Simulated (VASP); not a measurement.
# C (Fd-3m) in VASP: further runs

C is run at these levels: PBE; tasks: single point.

All numbers are computed with VASP 6.6.1; they aren't measurements. Logs are shortened: lines on timing, memory, paths and dates and some standing lists are left out, and cuts for length are marked.

**1. The cell of the first run**

It takes space group Fd-3m (No. 227, cubic). Conventional cell: a = 3.560 Å, b = 3.560 Å, c = 3.560 Å, α = 90.00°, β = 90.00°, γ = 90.00°. C (site symmetry -43m) has 4 C at 1.54 Å within 2.1 Å.

**2. Single point, PBE**

Input file INCAR:

```
ALGO = Normal
EDIFF = 1E-6
ENCUT = 600
GGA = PE
GGA_COMPAT = False
ISIF = 2
ISMEAR = 0
LASPH = True
LCHARG = True
LELF = True
LREAL = False
LVHAR = True
LWAVE = False
NBANDS = 11
NELM = 120
PREC = Accurate
SIGMA = 0.02
```

Input file KPOINTS:

```
k-points
0
Gamma
  12 12 12
```

Input file POSCAR:

```
C
1.0
    0.0000000000      1.7800000000      1.7800000000
    1.7800000000      0.0000000000      1.7800000000
    1.7800000000      1.7800000000      0.0000000000
C
2
Direct
    0.0000000000      0.0000000000      0.0000000000
    0.2500000000      0.2500000000      0.2500000000
```

Potentials or basis: VASP PAW PBE potentials, release 64 (C).

The run is started by

```bash
cat potpaw_PBE.64/C/POTCAR > POTCAR
mpirun -np 1 vasp_std > vasp.out
```

OUTCAR:

```text
EDIFF = 1E-6
   ENCUT = 600
   GGA = PE
   ISIF = 2
   ISMEAR = 0
   LASPH = True
   LREAL = False
   NELM = 120
   PREC = Accurate

 ion  position               nearest neighbor table
   1  0.000  0.000  0.000-   2 1.54   2 1.54   2 1.54   2 1.54
   2  0.250  0.250  0.250-   1 1.54   1 1.54   1 1.54   1 1.54

  LATTYP: Found a face centered cubic cell.
 ALAT       =     3.5600000000

  Lattice vectors:

 A1 = (   0.0000000000,   1.7800000000,   1.7800000000)
 A2 = (   1.7800000000,   0.0000000000,   1.7800000000)
 A3 = (   1.7800000000,   1.7800000000,   0.0000000000)

Analysis of symmetry for initial positions (statically):
=====================================================================
 Subroutine PRICEL returns:
 Original cell was already a primitive cell.

 Routine SETGRP: Setting up the symmetry group for a
 face centered cubic supercell.

 Subroutine GETGRP returns: Found 48 space group operations
 (whereof 24 operations were pure point group operations)
 out of a pool of 48 trial point group operations.

The static configuration has the point symmetry T_d .
 The point group associated with its full space group is O_h .

Analysis of symmetry for dynamics (positions and initial velocities):
=====================================================================
 Subroutine PRICEL returns:
 Original cell was already a primitive cell.

 Routine SETGRP: Setting up the symmetry group for a
 face centered cubic supercell.

 Subroutine GETGRP returns: Found 48 space group operations
 (whereof 24 operations were pure point group operations)
 out of a pool of 48 trial point group operations.

The dynamic configuration has the point symmetry T_d .
 The point group associated with its full space group is O_h .

 Subroutine INISYM returns: Found 48 space group operations
 (whereof 24 operations are pure point group operations),
 and found     1 'primitive' translations

----------------------------------------------------------------------------------------

                                     Primitive cell

  volume of cell :      11.2795

  direct lattice vectors                    reciprocal lattice vectors
     0.000000000  1.780000000  1.780000000    -0.280898876  0.280898876  0.280898876
     1.780000000  0.000000000  1.780000000     0.280898876 -0.280898876  0.280898876
     1.780000000  1.780000000  0.000000000     0.280898876  0.280898876 -0.280898876

  length of vectors
     2.517300141  2.517300141  2.517300141     0.486531126  0.486531126  0.486531126

  position of ions in fractional coordinates (direct lattice)
     0.000000000  0.000000000  0.000000000
     0.250000000  0.250000000  0.250000000

  ion indices of the primitive-cell ions
   primitive index   ion index
                 1           1
                 2           2

----------------------------------------------------------------------------------------

 KPOINTS: k-points

Automatic generation of k-mesh.
 Grid dimensions read from file:
 generate k-points for:   12   12   12

 Generating k-lattice:

  Cartesian coordinates                     Fractional coordinates (reciprocal lattice)
    -0.023408240  0.023408240  0.023408240     0.083333333  0.000000000  0.000000000
     0.023408240 -0.023408240  0.023408240     0.000000000  0.083333333  0.000000000
     0.023408240  0.023408240 -0.023408240     0.000000000  0.000000000  0.083333333

  Length of vectors
     0.040544260  0.040544260  0.040544260

  Shift w.r.t. Gamma in fractional coordinates (k-lattice)
     0.000000000  0.000000000  0.000000000

 Subroutine IBZKPT returns following result:
 ===========================================

 Found     72 irreducible k-points:

 Following reciprocal coordinates:
            Coordinates               Weight
  0.000000  0.000000  0.000000      1.000000
  0.083333  0.000000  0.000000      8.000000
  0.166667  0.000000  0.000000      8.000000
  0.250000  0.000000  0.000000      8.000000
  0.333333  0.000000  0.000000      8.000000
  0.416667  0.000000  0.000000      8.000000
[... 16 lines left out ...]
  0.500000  0.166667  0.000000     24.000000
 -0.416667  0.166667  0.000000     24.000000
 [... further k-points ...]
   k-points           NKPTS =     72   k-points in BZ     NKDIM =     72   number of bands    NBANDS=     11
   number of dos      NEDOS =    301   number of ions     NIONS =      2
   total plane-waves  NPLWV =   8000
   dimension x,y,z NGX =    20 NGY =   20 NGZ =   20
   dimension x,y,z NGXF=    40 NGYF=   40 NGZF=   40
   ions per type =               2
   NGX,Y,Z   is equivalent  to a cutoff of  13.21, 13.21, 13.21 a.u.
   NGXF,Y,Z  is equivalent  to a cutoff of  26.42, 26.42, 26.42 a.u.
 SYSTEM =  unknown system
   PREC   = accura    normal or accurate (medium, high low for compatibility)
   ISTART =      0    job   : 0-new  1-cont  2-samecut
   ICHARG =      2    charge: 1-file 2-atom 10-const
   ISPIN  =      1    spin polarized calculation?
   LNONCOLLINEAR =      F non collinear calculations
   LSORBIT =      F    spin-orbit coupling
   LASPH  =      T    aspherical Exc in radial PAW
   ENCUT  =  600.0 eV  44.10 Ry    6.64 a.u.   5.03  5.03  5.03*2*pi/ulx,y,z
   NELM   =    120;   NELMIN=  2; NELMDL= -5     # of ELM steps
   EDIFF  = 0.1E-05   stopping-criterion for ELM
   LREAL  =      F    real-space projection
   EDIFFG = 0.1E-04   stopping-criterion for IOM
   NSW    =      0    number of steps for IOM
   IBRION =     -1    ionic relax: 0-MD 1-quasi-New 2-CG
   NFREE  =      0    steps in history (QN), initial steepest desc. (CG)
   ISIF   =      2    stress and relaxation
   ISYM   =      2    0-nonsym 1-usesym 2-fastsym
   POTIM  = 0.5000    time-step for ionic-motion
   TEBEG  =    0.0;   TEEND  =   0.0 temperature during run
   PSTRESS=    0.0 pullay stress
   NELECT =       8.0000    total number of electrons
   NUPDOWN=      -1.0000    fix difference up-down
   EMIN   =  10.00;   EMAX   =-10.00  energy-range for DOS
   EFERMI =   0.00;   METHOD = LEGACY
   ISMEAR =     0;   SIGMA  =   0.02  broadening in eV -4-tet -1-fermi 0-gaus
   EFERMI_NEDOS =   21; number of points for ismear=-14 and -15
   IALGO  =     38    algorithm
   IMIX   =      4    mixing-type and parameters
     AMIX     =   0.40;   BMIX     =  1.00
     AMIX_MAG =   1.60;   BMIX_MAG =  1.00
  volume/ion in A,a.u.               =       5.64        38.06
  Fermi-wavevector in a.u.,A,eV,Ry     =   1.459962  2.758928 29.000661  2.131488
  Thomas-Fermi vector in A             =   2.576467
   LORBIT       =      0    0 simple, 1 ext, 2 COOP (PROOUT), +10 PAW based schemes
   GGA     = PE    functional components
   LHFCALC =     F    Hartree Fock is set to
   AEXX    =    0.0000 exact exchange contribution
   IVDW    =     0    specifies the selected vdW correction
   LEPSILON=     F    determine dielectric tensor
   LRPA    =     F    only Hartree local field effects (RPA)
 non-spin polarized calculation
 Gauss-broadening in eV      SIGMA  =   0.02
  energy-cutoff  :      600.00
  volume of cell :       11.28
 maximum number of plane-waves:       388
   NGX =  9   NGY =  9   NGZ =  9

 number of electron       7.9999999 magnetization

 Free energy of the ion-electron system (eV)
  ---------------------------------------------------
  ext. energy  EPLUGINS =         0.00000000
  ---------------------------------------------------
  free energy    TOTEN  =       -18.18856946 eV

  energy without entropy =      -18.18856946  energy(sigma->0) =      -18.18856946

 E-fermi :   9.9036     XC(G=0): -13.2792

 val. band max:        9.8107684360   @ k =   0.0000   0.0000   0.0000
 cond. band min:      13.9771663614   @ k =   0.3333   0.3333   0.0000
 fundamental gap:      4.1663979254
 Fermi energy:         9.9036375713

 k-point     1 :       0.0000    0.0000    0.0000
  band No.  band energies     occupation
      1     -11.7421      2.00000
      2       9.8108      2.00000
      3       9.8108      2.00000
      4       9.8108      2.00000
      5      15.4166      0.00000
      6      15.4166      0.00000
      7      15.4166      0.00000
      8      23.2724      0.00000
      9      29.1785      0.00000
     10      36.4093      0.00000
     11      36.4093      0.00000

 k-point     2 :       0.0833    0.0000    0.0000
  band No.  band energies     occupation
      1     -11.5492      2.00000
      2       8.5790      2.00000
      3       9.4861      2.00000
      4       9.4861      2.00000
      5      15.8421      0.00000
      6      15.8421      0.00000
      7      16.1380      0.00000
      8      23.4327      0.00000
      9      29.4991      0.00000
     10      34.2735      0.00000
     11      34.2735      0.00000

 k-point     3 :       0.1667    0.0000    0.0000
  band No.  band energies     occupation
      1     -10.9724      2.00000
      2       6.0387      2.00000
      3       8.7816      2.00000
      4       8.7816      2.00000
      5      16.7660      0.00000
      6      16.7660      0.00000
      7      17.2414      0.00000
      8      23.8938      0.00000
      9      30.1689      0.00000
     10      32.6711      0.00000
     11      32.6711      0.00000
[... 267 lines left out ...]
 k-point    23 :       0.5000    0.1667    0.0000
  band No.  band energies     occupation
      1      -5.9623      2.00000
      2      -2.2533      2.00000
      3       4.8023      2.00000
      4       5.8229      2.00000
      5      16.9314      0.00000
      6      20.5704      0.00000
      7      21.1113      0.00000
      8      24.1530      0.00000
      9      30.0171      0.00000
     10      33.7302      0.00000
     11      36.4801      0.00000

 k-point    24 :      -0.4167    0.1667    0.0000
  band No.  band energies     occupation
      1      -5.5281      2.00000
      2      -2.7739      2.00000
      3       4.3130      2.00000
      4       6.2035      2.00000
      5      17.3714      0.00000
      6      20.0774      0.00000
      7      21.0888      0.00000
      8      25.3173      0.00000
      9      29.3203      0.00000
     10      34.0603      0.00000
     11      34.4839      0.00000

 [... further k-points ...]

------------------------ aborting loop because EDIFF is reached ----------------------------------------

  FORCE on cell =-STRESS in cart. coord.  units (eV):
  Direction    XX          YY          ZZ          XY          YZ          ZX
  --------------------------------------------------------------------------------------
  -------------------------------------------------------------------------------------
  Total        0.3035122      0.3035122      0.3035122     -0.0000000      0.0000000     -0.0000000
  in kB       43.1118502     43.1118502     43.1118502     -0.0000000      0.0000000     -0.0000000
  external PRESSURE =      43.1118502 kB  Pullay stress =       0.0000000 kB

 VOLUME and BASIS-vectors are now :
 -----------------------------------------------------------------------------
  energy-cutoff  :      600.00
  volume of cell :       11.28
      direct lattice vectors                 reciprocal lattice vectors
     0.000000000  1.780000000  1.780000000    -0.280898876  0.280898876  0.280898876
     1.780000000  0.000000000  1.780000000     0.280898876 -0.280898876  0.280898876
     1.780000000  1.780000000  0.000000000     0.280898876  0.280898876 -0.280898876

 POSITION                                       TOTAL-FORCE (eV/Angst)
 -----------------------------------------------------------------------------------
      0.00000      0.00000      0.00000         0.000000      0.000000      0.000000
      0.89000      0.89000      0.89000        -0.000000     -0.000000     -0.000000
 -----------------------------------------------------------------------------------
    total drift:                                0.000000      0.000000      0.000000

  FREE ENERGIE OF THE ION-ELECTRON SYSTEM (eV)
  ---------------------------------------------------
  free  energy   TOTEN  =       -18.1885694587 eV

  energy  without entropy=      -18.1885694587  energy(sigma->0) =      -18.18856946
```

It took 6.9 s on 1 thread of Intel Xeon Platinum 8259CL at 2.50GHz (Skylake/Cascade Lake), shared host; peak memory 0.12 GiB.

Results:

| Item | Value |
| --- | --- |
| Free energy | -18.1886 eV |
| Pressure | 4.3 GPa |
| Band gap on the k mesh | 4.17 eV (least direct gap 5.61 eV) |

Levels at points of the mesh, in eV from the valence-band top:
```tsv
k point	band 1	band 2	band 3	band 4	band 5	band 6	band 7	band 8	band 9
(0.00, 0.00, 0.00)	-21.55	0.00	0.00	0.00	5.61	5.61	5.61	13.46	19.37
(0.50, 0.00, 0.00)	-15.75	-13.44	-2.81	-2.81	8.48	8.48	8.92	15.75	21.97
(0.50, 0.50, 0.00)	-12.80	-12.80	-6.33	-6.33	4.77	4.77	16.89	16.89	23.33
```

Caveat: the cell stands under pressure.

**3. Single point, PBE**

Input file INCAR:

```
SYSTEM = C
PREC = Accurate
ENCUT = 600
EDIFF = 1E-6
ISMEAR = 0
SIGMA = 0.02
LREAL = .False.
LASPH = .True.
NELM = 120
ALGO = Normal
ISIF = 2
LWAVE = .False.
LCHARG = .False.
GGA = PE
NBANDS = 11
GGA_COMPAT = .False.
```

Input file KPOINTS:

```
regular mesh
0
Gamma
  12 12 12
  0 0 0
```

POSCAR is that of step 2.

Potentials or basis: VASP PAW PBE potentials, release 64 (C).

The run is started by

```bash
cat potpaw_PBE.64/C/POTCAR > POTCAR
mpirun -np 1 vasp_std > vasp.out
```

It took 6.6 s on 1 thread of Intel Xeon Platinum 8259CL at 2.50GHz (Skylake/Cascade Lake), shared host; peak memory 0.12 GiB.

It converged, with:

```yaml
Free_energy: -18.1886 eV
Pressure: 4.3 GPa
Band_gap_on_the_k_mesh: 4.17 eV (least direct gap 5.61 eV)
```

Levels at points of the mesh, in eV from the valence-band top:
| k point | band 2 | band 3 | band 4 | band 5 | band 6 | band 7 |
| --- | --- | --- | --- | --- | --- | --- |
| (0.00, 0.00, 0.00) | 0.00 | 0.00 | 0.00 | 5.61 | 5.61 | 5.61 |
| (0.50, 0.00, 0.00) | -13.44 | -2.81 | -2.81 | 8.48 | 8.48 | 8.92 |
| (0.50, 0.50, 0.00) | -12.80 | -6.33 | -6.33 | 4.77 | 4.77 | 16.89 |

Caveat: the cell stands under pressure.
